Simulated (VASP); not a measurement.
# ZnS (P6_3mc) in VASP: notebook

Runs on ZnS. Level: PBEsol. Tasks: single point.

All numbers are computed with VASP 6.6.1; they aren't measurements. Logs are shortened: lines on timing, memory, paths and dates and some standing lists are left out, and cuts for length are marked.

### 1 The cell of the first run

It takes space group P6_3mc (No. 186, hexagonal). Conventional cell: a = 3.880 Å, b = 3.880 Å, c = 6.370 Å, α = 90.00°, β = 90.00°, γ = 120.00°. Zn (site symmetry 3m) has 4 S at 2.31 to 2.41 Å within 3.0 Å. S (site symmetry 3m) has 4 Zn at 2.31 to 2.41 Å within 3.0 Å.

### 2 Single point, PBEsol

Contents of INCAR:

```
PREC = Accurate
ENCUT = 520
EDIFF = 1E-6
ISMEAR = 0
SIGMA = 0.05
LREAL = False
LASPH = True
NELM = 60
ALGO = Normal
ISIF = 2
LWAVE = False
LCHARG = False
GGA = PS
NBANDS = 26
```

Contents of KPOINTS:

```
Automatic mesh
0
Gamma
  9 9 6
```

Contents of POSCAR:

```
ZnS
1.0
    3.8796928979      0.0000000000      0.0000000000
   -1.9398464489      3.3599126084      0.0000000000
    0.0000000000      0.0000000000      6.3700242978
Zn S
2 2
Direct
    0.3333333333      0.6666666667      0.0175222429
    0.6666666667      0.3333333333      0.5175222429
    0.3333333333      0.6666666667      0.3795575521
    0.6666666667      0.3333333333      0.8795575521
```

Potentials or basis: VASP PAW PBE potentials, release 64 (Zn, S).

On the command line:

```bash
$ cat potpaw_PBE.64/Zn/POTCAR potpaw_PBE.64/S/POTCAR > POTCAR
$ mpirun -np 1 vasp_std > vasp.out
```

OUTCAR:

```text
PREC = Accurate
   ENCUT = 520
   EDIFF = 1E-6
   ISMEAR = 0
   LREAL = False
   LASPH = True
   NELM = 60
   ISIF = 2
   GGA = PS

 ion  position               nearest neighbor table
   1  0.333  0.667  0.018-   3 2.31   4 2.41   4 2.41   4 2.41
   2  0.667  0.333  0.518-   4 2.31   3 2.41   3 2.41   3 2.41
   3  0.333  0.667  0.380-   1 2.31   2 2.41   2 2.41   2 2.41
   4  0.667  0.333  0.880-   2 2.31   1 2.41   1 2.41   1 2.41

  LATTYP: Found a hexagonal cell.
 ALAT       =     3.8796928979
 C/A-ratio  =     1.6418887952

  Lattice vectors:

 A1 = (   3.8796928979,   0.0000000000,   0.0000000000)
 A2 = (  -1.9398464489,   3.3599126084,   0.0000000000)
 A3 = (   0.0000000000,   0.0000000000,   6.3700242978)

Analysis of symmetry for initial positions (statically):
=====================================================================
 Subroutine PRICEL returns:
 Original cell was already a primitive cell.

 Routine SETGRP: Setting up the symmetry group for a
 hexagonal supercell.

 Subroutine GETGRP returns: Found 12 space group operations
 (whereof  6 operations were pure point group operations)
 out of a pool of 24 trial point group operations.

The static configuration has the point symmetry C_3v.
 The point group associated with its full space group is C_6v.

Analysis of symmetry for dynamics (positions and initial velocities):
=====================================================================
 Subroutine PRICEL returns:
 Original cell was already a primitive cell.

 Routine SETGRP: Setting up the symmetry group for a
 hexagonal supercell.

 Subroutine GETGRP returns: Found 12 space group operations
 (whereof  6 operations were pure point group operations)
 out of a pool of 24 trial point group operations.

The dynamic configuration has the point symmetry C_3v.
 The point group associated with its full space group is C_6v.

 Subroutine INISYM returns: Found 12 space group operations
 (whereof  6 operations are pure point group operations),
 and found     1 'primitive' translations

----------------------------------------------------------------------------------------

                                     Primitive cell

  volume of cell :      83.0360

  direct lattice vectors                    reciprocal lattice vectors
     3.879692898  0.000000000  0.000000000     0.257752360  0.148813394  0.000000000
    -1.939846449  3.359912608  0.000000000     0.000000000  0.297626789  0.000000000
     0.000000000  0.000000000  6.370024298     0.000000000  0.000000000  0.156985272

  length of vectors
     3.879692898  3.879692898  6.370024298     0.297626789  0.297626789  0.156985272

  position of ions in fractional coordinates (direct lattice)
     0.333333333  0.666666667  0.017522243
     0.666666667  0.333333333  0.517522243
     0.333333333  0.666666667  0.379557552
     0.666666667  0.333333333  0.879557552

  ion indices of the primitive-cell ions
   primitive index   ion index
                 1           1
                 2           2
                 3           3
                 4           4

----------------------------------------------------------------------------------------

 KPOINTS: Automatic mesh

Automatic generation of k-mesh.
 Grid dimensions read from file:
 generate k-points for:    9    9    6

 Generating k-lattice:

  Cartesian coordinates                     Fractional coordinates (reciprocal lattice)
     0.028639151  0.016534822  0.000000000     0.111111111  0.000000000  0.000000000
     0.000000000  0.033069643  0.000000000     0.000000000  0.111111111  0.000000000
     0.000000000  0.000000000  0.026164212     0.000000000  0.000000000  0.166666667

  Length of vectors
     0.033069643  0.033069643  0.026164212

  Shift w.r.t. Gamma in fractional coordinates (k-lattice)
     0.000000000  0.000000000  0.000000000

 Subroutine IBZKPT returns following result:
 ===========================================

 Found     48 irreducible k-points:

 Following reciprocal coordinates:
            Coordinates               Weight
  0.000000  0.000000  0.000000      1.000000
  0.111111 -0.000000  0.000000      6.000000
  0.222222  0.000000  0.000000      6.000000
  0.333333  0.000000  0.000000      6.000000
  0.444444  0.000000  0.000000      6.000000
  0.111111  0.111111  0.000000      6.000000
[... 16 lines left out ...]
  0.333333  0.222222  0.166667     24.000000
  0.333333  0.333333  0.166667      4.000000
 [... further k-points ...]
   k-points           NKPTS =     48   k-points in BZ     NKDIM =     48   number of bands    NBANDS=     26
   number of dos      NEDOS =    301   number of ions     NIONS =      4
   total plane-waves  NPLWV =  43200
   dimension x,y,z NGX =    30 NGY =   30 NGZ =   48
   dimension x,y,z NGXF=    60 NGYF=   60 NGZF=   96
   ions per type =               2   2
   NGX,Y,Z   is equivalent  to a cutoff of  12.86, 12.86, 12.53 a.u.
   NGXF,Y,Z  is equivalent  to a cutoff of  25.71, 25.71, 25.05 a.u.
 SYSTEM =  unknown system
   PREC   = accura    normal or accurate (medium, high low for compatibility)
   ISTART =      0    job   : 0-new  1-cont  2-samecut
   ICHARG =      2    charge: 1-file 2-atom 10-const
   ISPIN  =      1    spin polarized calculation?
   LNONCOLLINEAR =      F non collinear calculations
   LSORBIT =      F    spin-orbit coupling
   LASPH  =      T    aspherical Exc in radial PAW
   ENCUT  =  520.0 eV  38.22 Ry    6.18 a.u.   7.21  7.21 11.84*2*pi/ulx,y,z
   NELM   =     60;   NELMIN=  2; NELMDL= -5     # of ELM steps
   EDIFF  = 0.1E-05   stopping-criterion for ELM
   LREAL  =      F    real-space projection
   EDIFFG = 0.1E-04   stopping-criterion for IOM
   NSW    =      0    number of steps for IOM
   IBRION =     -1    ionic relax: 0-MD 1-quasi-New 2-CG
   NFREE  =      0    steps in history (QN), initial steepest desc. (CG)
   ISIF   =      2    stress and relaxation
   ISYM   =      2    0-nonsym 1-usesym 2-fastsym
   POTIM  = 0.5000    time-step for ionic-motion
   TEBEG  =    0.0;   TEEND  =   0.0 temperature during run
   PSTRESS=    0.0 pullay stress
   NELECT =      36.0000    total number of electrons
   NUPDOWN=      -1.0000    fix difference up-down
   EMIN   =  10.00;   EMAX   =-10.00  energy-range for DOS
   EFERMI =   0.00;   METHOD = LEGACY
   ISMEAR =     0;   SIGMA  =   0.05  broadening in eV -4-tet -1-fermi 0-gaus
   EFERMI_NEDOS =   21; number of points for ismear=-14 and -15
   IALGO  =     38    algorithm
   IMIX   =      4    mixing-type and parameters
     AMIX     =   0.40;   BMIX     =  1.00
     AMIX_MAG =   1.60;   BMIX_MAG =  1.00
  volume/ion in A,a.u.               =      20.76       140.09
  Fermi-wavevector in a.u.,A,eV,Ry     =   1.239044  2.341454 20.888085  1.535231
  Thomas-Fermi vector in A             =   2.373544
   LORBIT       =      0    0 simple, 1 ext, 2 COOP (PROOUT), +10 PAW based schemes
   GGA     = PS    functional components
   LHFCALC =     F    Hartree Fock is set to
   AEXX    =    0.0000 exact exchange contribution
   IVDW    =     0    specifies the selected vdW correction
   LEPSILON=     F    determine dielectric tensor
   LRPA    =     F    only Hartree local field effects (RPA)
 non-spin polarized calculation
 Gauss-broadening in eV      SIGMA  =   0.05
  energy-cutoff  :      520.00
  volume of cell :       83.04
 maximum number of plane-waves:      2259
 NGX is ok and might be reduce to    30
   NGX = 15   NGY = 15   NGZ = 23

 number of electron      35.9999985 magnetization

 Free energy of the ion-electron system (eV)
  ---------------------------------------------------
  ext. energy  EPLUGINS =         0.00000000
  ---------------------------------------------------
  free energy    TOTEN  =       -15.03800507 eV

  energy without entropy =      -15.03800507  energy(sigma->0) =      -15.03800507

 E-fermi :   1.8769     XC(G=0):  -9.6070

 val. band max:        1.6111892364   @ k =   0.0000   0.0000   0.0000
 cond. band min:       3.3856320791   @ k =   0.0000   0.0000   0.0000
 fundamental gap:      1.7744428427
 Fermi energy:         1.8769055233

 k-point     1 :       0.0000    0.0000    0.0000
  band No.  band energies     occupation
      1     -11.2676      2.00000
      2     -10.3855      2.00000
      3      -4.6859      2.00000
      4      -4.5836      2.00000
      5      -4.5836      2.00000
      6      -4.4882      2.00000
[... 18 lines left out ...]
     25       9.2624      0.00000
     26      10.3925      0.00000

 k-point     2 :       0.1111   -0.0000    0.0000
  band No.  band energies     occupation
      1     -11.1916      2.00000
      2     -10.3455      2.00000
      3      -4.6698      2.00000
      4      -4.5878      2.00000
      5      -4.5727      2.00000
      6      -4.4817      2.00000
[... 18 lines left out ...]
     25       9.6014      0.00000
     26      10.0045      0.00000

 k-point     3 :       0.2222    0.0000    0.0000
  band No.  band energies     occupation
      1     -10.9830      2.00000
      2     -10.2477      2.00000
      3      -4.6310      2.00000
      4      -4.5921      2.00000
      5      -4.5499      2.00000
      6      -4.4546      2.00000
[... 18 lines left out ...]
     25       9.7236      0.00000
     26      10.2470      0.00000

 k-point     4 :       0.3333    0.0000    0.0000
  band No.  band energies     occupation
      1     -10.7035      2.00000
      2     -10.1534      2.00000
      3      -4.5981      2.00000
      4      -4.5713      2.00000
      5      -4.5331      2.00000
      6      -4.3818      2.00000
[... 18 lines left out ...]
     25      10.0290      0.00000
     26      11.0400      0.00000
[... 496 lines left out ...]
      1     -10.5329      2.00000
      2     -10.1539      2.00000
      3      -4.5734      2.00000
      4      -4.5686      2.00000
      5      -4.4500      2.00000
      6      -4.4346      2.00000
[... 18 lines left out ...]
     25       9.9783      0.00000
     26      10.6711      0.00000

 k-point    23 :       0.3333    0.2222    0.1667
  band No.  band energies     occupation
      1     -10.3353      2.00000
      2     -10.1447      2.00000
      3      -4.5879      2.00000
      4      -4.5252      2.00000
      5      -4.4517      2.00000
      6      -4.3537      2.00000
[... 18 lines left out ...]
     25      10.5647      0.00000
     26      11.2713      0.00000

 k-point    24 :       0.3333    0.3333    0.1667
  band No.  band energies     occupation
      1     -10.2042      2.00000
      2     -10.2042      2.00000
      3      -4.5952      2.00000
      4      -4.4808      2.00000
      5      -4.4808      2.00000
      6      -4.3193      2.00000
[... 18 lines left out ...]
     25      11.2793      0.00000
     26      11.2824      0.00000

 [... further k-points ...]
[... 5 lines left out ...]
  --------------------------------------------------------------------------------------
  -------------------------------------------------------------------------------------
  Total       -2.8532072     -2.8532072     -1.7684891     -0.0000000     -0.0000000      0.0000000
  in kB      -55.0525545    -55.0525545    -34.1229478     -0.0000000     -0.0000000      0.0000000
  external PRESSURE =     -48.0760189 kB  Pullay stress =       0.0000000 kB

 VOLUME and BASIS-vectors are now :
 -----------------------------------------------------------------------------
  energy-cutoff  :      520.00
  volume of cell :       83.04
      direct lattice vectors                 reciprocal lattice vectors
     3.879692898  0.000000000  0.000000000     0.257752360  0.148813394  0.000000000
    -1.939846449  3.359912608  0.000000000     0.000000000  0.297626789  0.000000000
     0.000000000  0.000000000  6.370024298     0.000000000  0.000000000  0.156985272

 POSITION                                       TOTAL-FORCE (eV/Angst)
 -----------------------------------------------------------------------------------
     -0.00000      2.23994      0.11162        -0.000000     -0.000000     -0.434866
      1.93985      1.11997      3.29663         0.000000      0.000000     -0.434866
     -0.00000      2.23994      2.41779        -0.000000     -0.000000      0.434866
      1.93985      1.11997      5.60280         0.000000      0.000000      0.434866
 -----------------------------------------------------------------------------------
    total drift:                               -0.000001     -0.000001      0.003692

  FREE ENERGIE OF THE ION-ELECTRON SYSTEM (eV)
  ---------------------------------------------------
  free  energy   TOTEN  =       -15.0380050669 eV

  energy  without entropy=      -15.0380050669  energy(sigma->0) =      -15.03800507
```

It used 220 s of CPU time on 1 thread of AMD EPYC 7R13 Processor (Zen 3), on a shared host.

Results:

```
Free energy            : -15.0380 eV
Pressure               : -4.8 GPa
Largest force          : 0.435 eV/Å
Band gap on the k mesh : 1.77 eV, direct
```

Forces in eV/Å, atoms in the order of the input:
```
Zn   0.000  0.000 -0.435
Zn   0.000  0.000 -0.435
S    0.000  0.000  0.435
S    0.000  0.000  0.435
```

Caveat: the PAW data sets were made with another functional, which shifts forces and pressure a little.

(Continued in part 2 of 2.)
